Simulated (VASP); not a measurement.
# Sn (I4_1/amd) in VASP: notebook, part 2 of 2

VASP 6.6.1. The steps go on from the part before.

### 3 Single point, PBE

INCAR

```
ALGO = Normal
EDIFF = 1E-6
ENCUT = 520
GGA = PE
ISIF = 2
ISMEAR = -1
LASPH = True
LCHARG = False
LREAL = False
LWAVE = False
NBANDS = 21
NELM = 60
PREC = Accurate
SIGMA = 0.1
```

KPOINTS

```
k-points
0
Gamma
  14 14 14
```

POSCAR

```
Sn
1.0
   -2.8945882038      2.8945882038      1.5710109884
    2.8945882038     -2.8945882038      1.5710109884
    2.8945882038      2.8945882038     -1.5710109884
Sn
2
Direct
   -0.3750000000     -0.1250000000     -0.2500000000
    0.3750000000      0.1250000000      0.2500000000
```

Potentials or basis: VASP PAW PBE potentials, release 64 (Sn_d).

On the command line:

```console
cat potpaw_PBE.64/Sn_d/POTCAR > POTCAR
mpirun -np 1 vasp_std > vasp.out
```

OUTCAR:

```text
EDIFF = 1E-6
   ENCUT = 520
   GGA = PE
   ISIF = 2
   ISMEAR = -1
   LASPH = True
   LREAL = False
   NELM = 60
   PREC = Accurate

 ion  position               nearest neighbor table
   1  0.625  0.875  0.750-   2 3.00   2 3.00   2 3.00   2 3.00   2 3.73   2 3.73   2 3.73   2 3.73

   2  0.375  0.125  0.250-   1 3.00   1 3.00   1 3.00   1 3.00   1 3.73   1 3.73   1 3.73   1 3.73

  LATTYP: Found a body centered tetragonal cell.
 ALAT       =     5.7891764076
 C/A-ratio  =     0.5427407554

  Lattice vectors:

 A1 = (  -2.8945882038,   2.8945882038,   1.5710109884)
 A2 = (   2.8945882038,  -2.8945882038,   1.5710109884)
 A3 = (   2.8945882038,   2.8945882038,  -1.5710109884)

Analysis of symmetry for initial positions (statically):
=====================================================================
 Subroutine PRICEL returns:
 Original cell was already a primitive cell.

 Routine SETGRP: Setting up the symmetry group for a
 body centered tetragonal supercell.

 Subroutine GETGRP returns: Found 16 space group operations
 (whereof  4 operations were pure point group operations)
 out of a pool of 16 trial point group operations.

The static configuration has the point symmetry C_2h.
 The point group associated with its full space group is D_4h.

Analysis of symmetry for dynamics (positions and initial velocities):
=====================================================================
 Subroutine PRICEL returns:
 Original cell was already a primitive cell.

 Routine SETGRP: Setting up the symmetry group for a
 body centered tetragonal supercell.

 Subroutine GETGRP returns: Found 16 space group operations
 (whereof  4 operations were pure point group operations)
 out of a pool of 16 trial point group operations.

The dynamic configuration has the point symmetry C_2h.
 The point group associated with its full space group is D_4h.
[... 112 lines left out ...]
   EMIN   =  10.00;   EMAX   =-10.00  energy-range for DOS
   EFERMI =   0.00;   METHOD = LEGACY
   ISMEAR =    -1;   SIGMA  =   0.10  broadening in eV -4-tet -1-fermi 0-gaus
   EFERMI_NEDOS =   21; number of points for ismear=-14 and -15
   IALGO  =     38    algorithm
   IMIX   =      4    mixing-type and parameters
     AMIX     =   0.40;   BMIX     =  1.00
     AMIX_MAG =   1.60;   BMIX_MAG =  1.00
  volume/ion in A,a.u.               =      26.33       177.66
  Fermi-wavevector in a.u.,A,eV,Ry     =   1.326345  2.506429 23.935256  1.759192
  Thomas-Fermi vector in A             =   2.455739
   LORBIT       =      0    0 simple, 1 ext, 2 COOP (PROOUT), +10 PAW based schemes
   GGA     = PE    functional components
   LHFCALC =     F    Hartree Fock is set to
   AEXX    =    0.0000 exact exchange contribution
   IVDW    =     0    specifies the selected vdW correction
   LEPSILON=     F    determine dielectric tensor
   LRPA    =     F    only Hartree local field effects (RPA)
 non-spin polarized calculation
  energy-cutoff  :      520.00
  volume of cell :       52.65
 maximum number of plane-waves:      1438
 NGX is ok and might be reduce to    36
   NGX = 17   NGY = 17   NGZ = 17

 number of electron      28.0000012 magnetization

 Free energy of the ion-electron system (eV)
  ---------------------------------------------------
  ext. energy  EPLUGINS =         0.00000000
  ---------------------------------------------------
  free energy    TOTEN  =        -7.57100605 eV

  energy without entropy =       -7.53865103  energy(sigma->0) =       -7.55482854

 E-fermi :   8.3475     XC(G=0): -10.4490

 val. band max:        8.3427735011   @ k =   0.5000   0.4286   0.0000
 cond. band min:       8.3493392832   @ k =  -0.1429   0.5000   0.1429
 fundamental gap:      0.0065657822
 Fermi energy:         8.3474559062

 k-point     1 :       0.0000    0.0000    0.0000
  band No.  band energies     occupation
      1     -13.3474      2.00000
      2     -13.2572      2.00000
      3     -13.2124      2.00000
      4     -13.1993      2.00000
      5     -13.0304      2.00000
      6     -13.0304      2.00000
[... 565 lines left out ...]
     20      15.9838      0.00000
     21      17.4986      0.00000

 [... further k-points ...]

------------------------ aborting loop because EDIFF is reached ----------------------------------------

  FORCE on cell =-STRESS in cart. coord.  units (eV):
  Direction    XX          YY          ZZ          XY          YZ          ZX
  --------------------------------------------------------------------------------------
  -------------------------------------------------------------------------------------
  Total        1.4185230      1.4185230      1.4202364     -0.0000000      0.0000000      0.0000000
  in kB       43.1652401     43.1652401     43.2173795     -0.0000000      0.0000000      0.0000000
  external PRESSURE =      43.1826199 kB  Pullay stress =       0.0000000 kB

 VOLUME and BASIS-vectors are now :
 -----------------------------------------------------------------------------
  energy-cutoff  :      520.00
  volume of cell :       52.65
      direct lattice vectors                 reciprocal lattice vectors
    -2.894588204  2.894588204  1.571010988     0.000000000  0.172736142  0.318266393
     2.894588204 -2.894588204  1.571010988     0.172736142  0.000000000  0.318266393
     2.894588204  2.894588204 -1.571010988     0.172736142  0.172736142  0.000000000

 POSITION                                       TOTAL-FORCE (eV/Angst)
 -----------------------------------------------------------------------------------
      2.89459      1.44729      1.17826         0.000000     -0.000000     -0.000000
     -0.00000      1.44729      0.39275        -0.000000      0.000000      0.000000
 -----------------------------------------------------------------------------------
    total drift:                               -0.000000     -0.000000      0.000000

  FREE ENERGIE OF THE ION-ELECTRON SYSTEM (eV)
  ---------------------------------------------------
  free  energy   TOTEN  =        -7.5710060460 eV

  energy  without entropy=       -7.5386510267  energy(sigma->0) =       -7.55482854
```

It took 2.7 min on 1 thread of Intel Xeon 8259CL, shared host; peak memory 0.36 GiB.

Results:

```yaml
Free_energy: -7.5710 eV
Pressure: 4.3 GPa
Band_gap_on_the_k_mesh: zero (bands 14 and 15 overlap by 4.18 eV)
```

Levels at points of the mesh, in eV from the Fermi level:
```csv
k point,band 10,band 11,band 12,band 13,band 14,band 15,band 16,band 17,band 18,band 19
"(0.00, 0.00, 0.00)",-21.16,-11.35,-3.57,-2.07,-2.07,2.92,6.36,6.36,7.13,7.23
"(0.50, 0.00, 0.00)",-21.22,-6.95,-5.48,-2.28,-1.78,-1.17,2.23,2.93,4.84,7.27
"(0.50, 0.50, 0.00)",-21.29,-9.06,-9.06,0.58,0.58,1.62,1.62,6.22,6.22,9.77
"(0.50, 0.50, 0.50)",-21.36,-7.64,-7.64,-4.98,-4.98,5.22,5.22,9.66,9.66,12.70
```

Caveat: the cell stands under pressure; spin-orbit coupling is left out, which moves the levels of the heavy elements.
